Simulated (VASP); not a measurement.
Input of a VASP 6.6.1 run:

Contents of INCAR:

```
PREC     = Accurate       # precision mode
ENCUT    = 500            # plane-wave cutoff, eV
EDIFF    = 1E-6           # SCF threshold, eV
ISMEAR   = 0              # smearing method
SIGMA    = 0.01           # smearing width, eV
LREAL    = False          # projectors in reciprocal space
LASPH    = True           # aspherical terms in the spheres
NELM     = 120            # most SCF steps
ALGO     = Normal         # electronic algorithm
ISIF     = 2              # what is computed and relaxed
LWAVE    = False          # write WAVECAR
LCHARG   = False          # write CHGCAR
GGA      = PE             # functional
NBANDS   = 16             # bands
GGA_COMPAT= False
```

KPOINTS

```
Automatic mesh
0
Gamma
  3 3 3
```

POSCAR

```
HgTe
1.0
    0.0147400000      3.2111200000      3.1275700000
    3.2112800000     -0.0273100000      3.1696200000
    3.2224200000      3.2643200000     -0.0384600000
Hg Te
1 1
Direct
    0.0015000000      0.9970100000      0.0008700000
    0.2567376769      0.2555105174      0.2432846338
```

Potentials or basis: VASP PAW PBE potentials, release 64 (Hg, Te).

Launch:

```console
$ cat potpaw_PBE.64/Hg/POTCAR potpaw_PBE.64/Te/POTCAR > POTCAR
$ mpirun -np 1 vasp_std > vasp.out
```

**Question.** What does it give for the pressure?

**Answer.** 6.4 GPa.

**Question.** Predict the largest force.

**Answer.** 0.300 eV/Å.

**Question.** What does it give for the band gap on the k mesh?

**Answer.** 0.04 eV, direct.

Stress tensor (GPa, compression positive):
```
 6.64 -0.97  0.11
-0.97  6.45  0.86
 0.11  0.86  6.21
```

Caveat: the k points lie up to 0.57 Å⁻¹ apart; spin-orbit coupling is left out, which moves the levels of the heavy elements.
